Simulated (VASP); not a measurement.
# Be (P4_2/mnm) in VASP: notebook

The runs below take Be through electric field gradients, with PBEsol.

Everything below comes from runs of VASP 6.6.1. Logs are shortened: lines on timing, memory, paths and dates and some standing lists are left out, and cuts for length are marked.

### Step 1. The cell of the first run

It takes space group P4_2/mnm (No. 136, tetragonal). The conventional cell has a = 3.709 Å, b = 3.709 Å, c = 2.281 Å, α = 90.00°, β = 90.00°, γ = 90.00°. Within 2.8 Å of Be (site symmetry m2m) lie 13 Be at 2.13 to 2.67 Å.

### Step 2. Electric field gradients, PBEsol (equal xx and yy strain of -1 %)

The input, INCAR:

```
SYSTEM = Be
PREC = Accurate ; ENCUT = 520
EDIFF = 1E-8 ; ISMEAR = -1
SIGMA = 0.05 ; LREAL = .FALSE.
LASPH = .TRUE. ; NELM = 100
ALGO = Normal ; ISIF = 2
LWAVE = .FALSE. ; LCHARG = .FALSE.
GGA = PS ; LEFG = .TRUE.
NBANDS = 12
```

The input, KPOINTS:

```
regular mesh
0
G
  9 9 14
  0 0 0
```

The input, POSCAR:

```
Be
1.0
    3.7093458600      0.0000000000      0.0000000000
    0.0000000000      3.7093458600      0.0000000000
    0.0000000000      0.0000000000      2.2812800000
Be
4
Direct
    0.2974080000      0.2974080000      0.0000000000
    0.7025920000      0.7025920000      0.0000000000
    0.2025920000      0.7974080000      0.5000000000
    0.7974080000      0.2025920000      0.5000000000
```

Potentials or basis: VASP PAW PBE potentials, release 64 (Be).

Launch:

```
$ cat potpaw_PBE.64/Be/POTCAR > POTCAR
$ mpirun -np 1 vasp_std > vasp.out
```

OUTCAR:

```text
SYSTEM = Be
   PREC = Accurate
   ENCUT = 520
   EDIFF = 1E-8
   ISMEAR = -1
   LREAL = .FALSE.
   LASPH = .TRUE.
   NELM = 100
   ISIF = 2
   GGA = PS

 ion  position               nearest neighbor table
   1  0.297  0.297  0.000-   2 2.13   3 2.21   4 2.21   3 2.21   4 2.21   3 2.21   3 2.21   4 2.21
                             4 2.21
   2  0.703  0.703  0.000-   1 2.13   3 2.21   4 2.21   3 2.21   4 2.21   4 2.21   4 2.21   3 2.21
                             3 2.21
   3  0.203  0.797  0.500-   4 2.13   2 2.21   1 2.21   1 2.21   2 2.21   1 2.21   1 2.21   2 2.21
                             2 2.21
   4  0.797  0.203  0.500-   3 2.13   2 2.21   1 2.21   1 2.21   2 2.21   2 2.21   2 2.21   1 2.21
                             1 2.21

  LATTYP: Found a simple tetragonal cell.
 ALAT       =     3.7093458600
 C/A-ratio  =     0.6150087067

  Lattice vectors:

 A1 = (   3.7093458600,   0.0000000000,   0.0000000000)
 A2 = (   0.0000000000,   3.7093458600,   0.0000000000)
 A3 = (   0.0000000000,   0.0000000000,   2.2812800000)

Analysis of symmetry for initial positions (statically):
=====================================================================
 Subroutine PRICEL returns:
 Original cell was already a primitive cell.

 Routine SETGRP: Setting up the symmetry group for a
 simple tetragonal supercell.

 Subroutine GETGRP returns: Found 16 space group operations
 (whereof  8 operations were pure point group operations)
 out of a pool of 16 trial point group operations.

The static configuration has the point symmetry D_2h.
 The point group associated with its full space group is D_4h.

Analysis of symmetry for dynamics (positions and initial velocities):
=====================================================================
 Subroutine PRICEL returns:
 Original cell was already a primitive cell.

 Routine SETGRP: Setting up the symmetry group for a
 simple tetragonal supercell.

 Subroutine GETGRP returns: Found 16 space group operations
 (whereof  8 operations were pure point group operations)
 out of a pool of 16 trial point group operations.

The dynamic configuration has the point symmetry D_2h.
 The point group associated with its full space group is D_4h.

 Subroutine INISYM returns: Found 16 space group operations
 (whereof  8 operations are pure point group operations),
[... 154 lines left out ...]

 k-point     1 :       0.0000    0.0000    0.0000
  band No.  band energies     occupation
      1      -4.3069      2.00000
      2       1.9453      2.00000
      3       2.5060      2.00000
      4       6.0398      2.00000
      5       6.0398      2.00000
      6      11.9962      0.00000
      7      11.9962      0.00000
      8      14.5068      0.00000
      9      15.9741      0.00000
     10      17.7320      0.00000
     11      23.0849      0.00000
     12      23.0849      0.00000
[... 331 lines left out ...]
 k-point    24 :       0.4444    0.1111    0.0714
  band No.  band energies     occupation
      1      -2.5227      2.00000
      2      -1.6408      2.00000
      3       3.3841      2.00000
      4       4.2451      2.00000
      5       9.2089      0.00000
      6       9.6637      0.00000
      7      15.0850      0.00000
      8      17.0676      0.00000
      9      17.5508      0.00000
     10      18.1804      0.00000
     11      22.2491      0.00000
     12      23.3527      0.00000

 [... further k-points ...]
[... 5 lines left out ...]
  --------------------------------------------------------------------------------------
  -------------------------------------------------------------------------------------
  Total        0.4705312      0.4705312      0.0199560      0.0000000      0.0000000      0.0000000
  in kB       24.0173849     24.0173849      1.0186155      0.0000000      0.0000000      0.0000000
  external PRESSURE =      16.3511284 kB  Pullay stress =       0.0000000 kB

 VOLUME and BASIS-vectors are now :
 -----------------------------------------------------------------------------
  energy-cutoff  :      520.00
  volume of cell :       31.39
      direct lattice vectors                 reciprocal lattice vectors
     3.709345860  0.000000000  0.000000000     0.269589312  0.000000000  0.000000000
     0.000000000  3.709345860  0.000000000     0.000000000  0.269589312  0.000000000
     0.000000000  0.000000000  2.281280000     0.000000000  0.000000000  0.438350400

 POSITION                                       TOTAL-FORCE (eV/Angst)
 -----------------------------------------------------------------------------------
      1.10319      1.10319      0.00000        -0.042297     -0.042297     -0.000000
      2.60616      2.60616      0.00000         0.042297      0.042297      0.000000
      0.75148      2.95786      1.14064         0.042297     -0.042297     -0.000000
      2.95786      0.75148      1.14064        -0.042297      0.042297      0.000000
 -----------------------------------------------------------------------------------
    total drift:                                0.000000      0.000000     -0.000000

  FREE ENERGIE OF THE ION-ELECTRON SYSTEM (eV)
  ---------------------------------------------------
  free  energy   TOTEN  =       -15.7710833127 eV

  energy  without entropy=      -15.7673765284  energy(sigma->0) =      -15.76922992

 Electric field gradients (V/A^2)
---------------------------------------------------------------------
 ion       V_xx      V_yy      V_zz      V_xy      V_xz      V_yz
---------------------------------------------------------------------
   1       0.202     0.202    -0.403    -1.482    -0.000    -0.000
   2       0.202     0.202    -0.403    -1.482    -0.000     0.000
   3       0.202     0.202    -0.403     1.482     0.000    -0.000
   4       0.202     0.202    -0.403     1.482     0.000    -0.000
---------------------------------------------------------------------

 Electric field gradients after diagonalization (V/A^2)
 (convention: |V_zz| > |V_xx| > |V_yy|)
----------------------------------------------------------------------
 ion       V_xx      V_yy      V_zz     asymmetry (V_yy - V_xx)/ V_zz
----------------------------------------------------------------------
   1      -1.281    -0.403     1.684       0.521
   2      -1.281    -0.403     1.684       0.521
   3      -1.281    -0.403     1.684       0.521
   4      -1.281    -0.403     1.684       0.521
----------------------------------------------------------------------

           NMR quadrupolar parameters

 Cq : quadrupolar parameter    Cq=e*Q*V_zz/h
 eta: asymmetry parameters     (V_yy - V_xx)/ V_zz
 Q  : nuclear electric quadrupole moment in mb (millibarn)
----------------------------------------------------------------------
 ion       Cq(MHz)       eta       Q (mb)
----------------------------------------------------------------------
   1       0.004       0.521       1.000
   2       0.004       0.521       1.000
   3       0.004       0.521       1.000
   4       0.004       0.521       1.000
----------------------------------------------------------------------
```

OSZICAR:

```text
N       E                     dE             d eps       ncg     rms          rms(c)
DAV:   1    -0.171167851935E+00   -0.17117E+00   -0.32834E+03  2880   0.556E+02
DAV:   2    -0.154539467820E+02   -0.15283E+02   -0.14604E+02  3752   0.993E+01
DAV:   3    -0.158485340850E+02   -0.39459E+00   -0.39026E+00  3980   0.110E+01
DAV:   4    -0.158498904461E+02   -0.13564E-02   -0.13559E-02  3500   0.691E-01
DAV:   5    -0.158498943210E+02   -0.38749E-05   -0.38748E-05  3820   0.339E-02    0.182E+00
DAV:   6    -0.157937103497E+02    0.56184E-01   -0.12933E-02  3404   0.849E-01    0.109E+00
DAV:   7    -0.157711198800E+02    0.22590E-01   -0.19012E-02  3388   0.878E-01    0.830E-02
DAV:   8    -0.157710839990E+02    0.35881E-04   -0.66882E-04  3624   0.152E-01    0.133E-02
DAV:   9    -0.157710829492E+02    0.10497E-05   -0.27694E-06  4220   0.117E-02    0.412E-03
DAV:  10    -0.157710832715E+02   -0.32230E-06   -0.91352E-08  3560   0.172E-03    0.610E-04
DAV:  11    -0.157710833145E+02   -0.42996E-07   -0.64784E-09  2808   0.419E-04    0.101E-04
DAV:  12    -0.157710833127E+02    0.18616E-08   -0.52580E-10  2240   0.171E-04
   1 F= -.15771083E+02 E0= -.15769230E+02  d E =-.370678E-02
```

stdout:

```text
POSCAR found type information on POSCAR Be
 POSCAR found :  1 types and       4 ions
 scaLAPACK will be used
 -----------------------------------------------------------------------------
|                                                                             |
|                                                                             |
|     You enforced a specific xc type in the INCAR file but a different       |
|     I HOPE YOU KNOW WHAT YOU ARE DOING!                                     |
|                                                                             |
 -----------------------------------------------------------------------------

 LDA part: xc-table for (Slater+PW92), standard interpolation
 POSCAR, INCAR and KPOINTS ok, starting setup
 FFT: planning ... GRIDC
 FFT: planning ... GRID_SOFT
 FFT: planning ... GRID
 WAVECAR not read
 entering main loop
ion   1

ion   2

ion   3

ion   4
```

It took 21 s on 1 thread of Intel Xeon Platinum 8375C at 2.90GHz (Ice Lake), shared host; peak memory 0.15 GiB.

Results:

```yaml
Free_energy: -15.7711 eV
Pressure: 1.6 GPa
Largest_force: 0.060 eV/Å
Band_gap_on_the_k_mesh: zero (band 4 reaches 8.00 eV, above the bottom of band 5 at 6.04 eV)
```

Forces on the atoms (eV/Å):
```
Be  -0.042 -0.042  0.000
Be   0.042  0.042  0.000
Be   0.042 -0.042  0.000
Be  -0.042  0.042  0.000
```

Electric field gradients, principal values (V/Å²):
```csv
atom,least,middle,greatest (by size)
1 Be,-0.403,-1.281,1.684
2 Be,-0.403,-1.281,1.684
3 Be,-0.403,-1.281,1.684
4 Be,-0.403,-1.281,1.684
```

Caveat: the cell differs from its parent crystal (equal xx and yy strain of -1 %); without QUAD_EFG the Cq values of the log hold for a quadrupole moment of 1 mb, not for the nuclei; the PAW data sets were made with another functional, which shifts forces and pressure a little.

### Step 3. Electric field gradients, PBEsol (equal xx and yy strain of +2 %)

The input, INCAR:

```
PREC = Accurate
ENCUT = 520
EDIFF = 1E-8
ISMEAR = -1
SIGMA = 0.05
LREAL = False
LASPH = True
NELM = 60
ALGO = Normal
ISIF = 2
LWAVE = False
LCHARG = False
GGA = PS
LEFG = True
NBANDS = 12
```

The input, KPOINTS:

```
Automatic mesh
0
Gamma
  9 9 14
```

POSCAR, as its differences from that of step 2:

```diff
@@ -2,4 +2,4 @@
 1.0
-    3.7093458600      0.0000000000      0.0000000000
-    0.0000000000      3.7093458600      0.0000000000
+    3.8217502800      0.0000000000      0.0000000000
+    0.0000000000      3.8217502800      0.0000000000
     0.0000000000      0.0000000000      2.2812800000
```

Potentials or basis: VASP PAW PBE potentials, release 64 (Be).

Launch:

```
$ cat potpaw_PBE.64/Be/POTCAR > POTCAR
$ mpirun -np 1 vasp_std > vasp.out
```

OUTCAR:

```text
PREC = Accurate
   ENCUT = 520
   EDIFF = 1E-8
   ISMEAR = -1
   LREAL = False
   LASPH = True
   NELM = 60
   ISIF = 2
   GGA = PS

 ion  position               nearest neighbor table
   1  0.297  0.297  0.000-   2 2.19   3 2.25   4 2.25   3 2.25   4 2.25   3 2.25   3 2.25   4 2.25
                             4 2.25
   2  0.703  0.703  0.000-   1 2.19   3 2.25   4 2.25   3 2.25   4 2.25   4 2.25   4 2.25   3 2.25
                             3 2.25
   3  0.203  0.797  0.500-   4 2.19   2 2.25   1 2.25   1 2.25   2 2.25   1 2.25   1 2.25   2 2.25
                             2 2.25
   4  0.797  0.203  0.500-   3 2.19   2 2.25   1 2.25   1 2.25   2 2.25   2 2.25   2 2.25   1 2.25
                             1 2.25

  LATTYP: Found a simple tetragonal cell.
 ALAT       =     3.8217502800
[... 594 lines left out ...]
   1       0.374     0.374    -0.748    -1.420    -0.000     0.000
   2       0.374     0.374    -0.748    -1.420    -0.000     0.000
   3       0.374     0.374    -0.748     1.420     0.000    -0.000
   4       0.374     0.374    -0.748     1.420     0.000    -0.000
---------------------------------------------------------------------

 Electric field gradients after diagonalization (V/A^2)
 (convention: |V_zz| > |V_xx| > |V_yy|)
----------------------------------------------------------------------
 ion       V_xx      V_yy      V_zz     asymmetry (V_yy - V_xx)/ V_zz
----------------------------------------------------------------------
   1      -1.046    -0.748     1.794       0.166
   2      -1.046    -0.748     1.794       0.166
   3      -1.046    -0.748     1.794       0.166
   4      -1.046    -0.748     1.794       0.166
----------------------------------------------------------------------

           NMR quadrupolar parameters

 Cq : quadrupolar parameter    Cq=e*Q*V_zz/h
 eta: asymmetry parameters     (V_yy - V_xx)/ V_zz
 Q  : nuclear electric quadrupole moment in mb (millibarn)
----------------------------------------------------------------------
 ion       Cq(MHz)       eta       Q (mb)
----------------------------------------------------------------------
   1       0.004       0.166       1.000
   2       0.004       0.166       1.000
   3       0.004       0.166       1.000
   4       0.004       0.166       1.000
----------------------------------------------------------------------
```

OSZICAR:

```text
N       E                     dE             d eps       ncg     rms          rms(c)
DAV:   1    -0.923249582953E+00   -0.92325E+00   -0.32592E+03  2880   0.551E+02
DAV:   2    -0.154417030768E+02   -0.14518E+02   -0.13888E+02  3796   0.960E+01
DAV:   3    -0.158195021266E+02   -0.37780E+00   -0.37182E+00  4080   0.107E+01
DAV:   4    -0.158206882085E+02   -0.11861E-02   -0.11855E-02  3420   0.670E-01
DAV:   5    -0.158206915081E+02   -0.32996E-05   -0.32994E-05  3932   0.345E-02    0.171E+00
DAV:   6    -0.157726859421E+02    0.48006E-01   -0.10440E-02  3412   0.701E-01    0.103E+00
DAV:   7    -0.157526574747E+02    0.20028E-01   -0.16101E-02  3488   0.749E-01    0.688E-02
DAV:   8    -0.157526220627E+02    0.35412E-04   -0.61375E-04  3556   0.142E-01    0.105E-02
DAV:   9    -0.157526210156E+02    0.10472E-05   -0.27036E-06  4248   0.108E-02    0.372E-03
DAV:  10    -0.157526213024E+02   -0.28679E-06   -0.84614E-08  3548   0.185E-03    0.546E-04
DAV:  11    -0.157526212959E+02    0.64490E-08   -0.69183E-09  2840   0.392E-04
   1 F= -.15752621E+02 E0= -.15750467E+02  d E =-.430918E-02
```

stdout:

```text
POSCAR found type information on POSCAR Be
 POSCAR found :  1 types and       4 ions
 scaLAPACK will be used
 -----------------------------------------------------------------------------
|                                                                             |
|                                                                             |
|     You enforced a specific xc type in the INCAR file but a different       |
|     I HOPE YOU KNOW WHAT YOU ARE DOING!                                     |
|                                                                             |
 -----------------------------------------------------------------------------

 LDA part: xc-table for (Slater+PW92), standard interpolation
 POSCAR, INCAR and KPOINTS ok, starting setup
 FFT: planning ... GRIDC
 FFT: planning ... GRID_SOFT
 FFT: planning ... GRID
 WAVECAR not read
 entering main loop
ion   1

ion   2

ion   3

ion   4
```

Run time: 19 s. Hardware: 1 thread of Intel Xeon Platinum 8375C at 2.90GHz (Ice Lake), shared host; peak memory 0.15 GiB.

What came out:

```yaml
Free_energy: -15.7526 eV
Pressure: -4.9 GPa
Largest_force: 0.090 eV/Å
Band_gap_on_the_k_mesh: zero (band 4 reaches 7.40 eV, above the bottom of band 5 at 5.28 eV)
```

Forces in eV/Å, atoms in the order of the input:
```
Be   0.064  0.064  0.000
Be  -0.064 -0.064  0.000
Be  -0.064  0.064  0.000
Be   0.064 -0.064  0.000
```

Electric field gradients, principal values (V/Å²):
| atom | least | middle | greatest (by size) |
| --- | --- | --- | --- |
| 1 Be | -0.748 | -1.046 | 1.794 |
| 2 Be | -0.748 | -1.046 | 1.794 |
| 3 Be | -0.748 | -1.046 | 1.794 |
| 4 Be | -0.748 | -1.046 | 1.794 |

Caveat: the cell differs from its parent crystal (equal xx and yy strain of +2 %); without QUAD_EFG the Cq values of the log hold for a quadrupole moment of 1 mb, not for the nuclei; the PAW data sets were made with another functional, which shifts forces and pressure a little.

(Part 1 of 2 ends here.)
